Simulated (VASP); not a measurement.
Set up this calculation in VASP 6.6.1, as the native input.

```yaml
Task: single point
Functional: PBE
Potentials_or_basis: VASP PAW PBE potentials, release 64 (As)
Cutoff: 520 eV
k_mesh: 15 × 15 × 8
Occupations: fermi-dirac, width 0.1 eV
Spin: no spin polarisation
Dipole_correction: no
Further_INCAR_settings: ALGO = Normal; EDIFF = 1e-07; NBANDS = 12
```

The structure of As lies in POSCAR:

```
As
1.0
    3.0019230832      0.0000000000      0.0000000000
   -1.5009615416      2.5997416503      0.0000000000
    0.0000000000      0.0000000000      5.0387433679
As
2
Direct
    0.3333333333      0.6666666667      0.2500000000
    0.6666666667      0.3333333333      0.7500000000
```

One way to write it, as run:

INCAR

```
SYSTEM = As
ALGO     = Normal         ! electronic algorithm
EDIFF    = 1E-7           ! SCF threshold, eV
ENCUT    = 520            ! plane-wave cutoff, eV
GGA      = PE             ! functional
ISIF     = 2              ! what is computed and relaxed
ISMEAR   = -1             ! smearing method
LASPH    = .True.         ! aspherical terms in the spheres
LCHARG   = .True.         ! write CHGCAR
LELF     = .True.         ! ELF
LREAL    = .False.        ! projectors in reciprocal space
LVHAR    = .True.       
LWAVE    = .False.        ! write WAVECAR
NBANDS   = 12             ! bands
NELM     = 80             ! most SCF steps
PREC     = Accurate       ! precision mode
SIGMA    = 0.1            ! smearing width, eV
```

KPOINTS

```
k-points
0
Gamma
  15 15 8
  0 0 0
```

Potentials or basis: VASP PAW PBE potentials, release 64 (As).

Command:

```console
$ cat potpaw_PBE.64/As/POTCAR > POTCAR
$ mpirun -np 1 vasp_std > vasp.out
```

Results of the run:

The pressure is -1.5 GPa and the band gap on the k mesh is zero (band 5 reaches 11.05 eV, above the bottom of band 6 at 2.56 eV).

Wall time 35 s on 1 thread of Intel(R) Xeon(R) Platinum 8259CL CPU @ 2.50GHz (Skylake/Cascade Lake), on a shared host, peak memory 0.19 GiB.
